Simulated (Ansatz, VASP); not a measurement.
One calculation of SrAlO, two programs

The input INCAR:

```
SYSTEM = SrAlO
ALGO = Normal ; EDIFF = 1E-6
EDIFFG = -0.01 ; ENCUT = 600
GGA = PE ; IBRION = 2
ISIF = 3 ; ISMEAR = 0
LASPH = .TRUE. ; LCHARG = .FALSE.
LREAL = .FALSE. ; LWAVE = .FALSE.
NELM = 100 ; NSW = 100
PREC = Accurate ; SIGMA = 0.1
```

Contents of KPOINTS:

```
k-points
0
G
  12 12 14
  0 0 0
```

The input POSCAR:

```
SrAlO
1.0
    4.2842414100      0.0000000000      0.0000000000
   -2.1421207100      3.7102619000      0.0000000000
    0.0000000000      0.0000000000      3.5761822100
Sr Al O
1 1 1
Direct
    0.6666666700      0.3333333300      0.0000000000
    0.3333333300      0.6666666700      0.5000000000
    0.0000000000      0.0000000000      0.5000000000
```

Input for Ansatz:

```yaml
crystal:
  lattice:
    - [4.28424141, 0.0, 0.0]
    - [-2.14212071, 3.7102619, 0.0]
    - [0.0, 0.0, 3.57618221]
  atoms:
    - { symbol: Sr, position: [0.66666667, 0.33333333, 0.0] }
    - { symbol: Al, position: [0.33333333, 0.66666667, 0.5] }
    - { symbol: O, position: [0.0, 0.0, 0.5] }
basis:
  ecutwfc: 420
kpoints:
  mp_grid: { grid: [12, 12, 14] }
hamiltonian:
  xc: pbe
scf:
  occupations: { method: gaussian, width: 0.1 }
output:
  forces: true
  stress: true
  eigenvalues: true
  write_density: true
  write_potential: true
  elf: true
  volumetric_format: npy
relax:
  adjacent_minimum: "off"
  f_tol: 0.01
  max_steps: 80
  cell: { stress_tol: 0.05 }
```

Change from the starting cell: species swapped into the GdAlGa type (P-6m2, No. 187).

Alike in both runs: task relaxation of cell and atoms; functional PBE; k mesh 12 × 12 × 14; occupations gaussian, width 0.1 eV; no spin polarisation.

|  | VASP | Ansatz |
| --- | --- | --- |
| version | VASP 6.6.1 | Ansatz 0.2.0 |
| potentials or method | VASP PAW PBE potentials, release 64 (Sr_sv, Al, O), cutoff 600 eV | scalar-relativistic, plane waves, PAW |
| valence electrons in the cell | 19 | 19 |

VASP gave:

* gap on the k mesh at the Fermi level, each at its own relaxed structure (eV): none
* relaxed volume (Å³/atom): 19.94
* relaxed cell length with the largest relative difference (Å): 4.749

Estimate Ansatz's values.

gap on the k mesh at the Fermi level, each at its own relaxed structure (eV): none; relaxed volume (Å³/atom): 20.22; relaxed cell length with the largest relative difference (Å): 5.251.

A gap of «none» marks a metal or a gap that the smearing closes. One of these differences is far larger than is usual between the two programs; its cause wasn't traced.
